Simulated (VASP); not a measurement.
A run of VASP 6.6.1 is set up as follows.

File INCAR:

```
SYSTEM = BiTe
PREC     = Accurate       ! precision mode
ENCUT    = 520            ! plane-wave cutoff, eV
EDIFF    = 1E-6           ! SCF threshold, eV
ISMEAR   = 0              ! smearing method
SIGMA    = 0.05           ! smearing width, eV
LREAL    = .FALSE.        ! projectors in reciprocal space
LASPH    = .TRUE.         ! aspherical terms in the spheres
NELM     = 100            ! most SCF steps
ALGO     = Normal         ! electronic algorithm
ISIF     = 2              ! what is computed and relaxed
LWAVE    = .FALSE.        ! write WAVECAR
LCHARG   = .FALSE.        ! write CHGCAR
GGA      = PE             ! functional
IVDW     = 13             ! dispersion correction
NBANDS   = 18             ! bands
```

KPOINTS

```
Automatic mesh
0
G
  6 6 6
  0 0 0
```

Contents of POSCAR:

```
BiTe
1.0
    0.0000000000      3.1856383033      3.1856383033
    3.1856383033      0.0000000000      3.1856383033
    3.1856383033      3.1856383033      0.0000000000
Bi Te
1 1
Direct
    0.5000000000      0.5000000000      0.5000000000
    0.0000000000      0.0000000000      0.0000000000
```

Potentials or basis: VASP PAW PBE potentials, release 64 (Bi_d, Te).

The run is started by

```sh
$ cat potpaw_PBE.64/Bi_d/POTCAR potpaw_PBE.64/Te/POTCAR > POTCAR
$ mpirun -np 1 vasp_std > vasp.out
```

(1) What does it give for the dispersion energy per atom?

(2) What does it give for the pressure?

Results:

(1) -0.516 eV.

(2) 1.0 GPa.

Caveat: pairwise dispersion overbinds metals, which lowers pressure and volume.
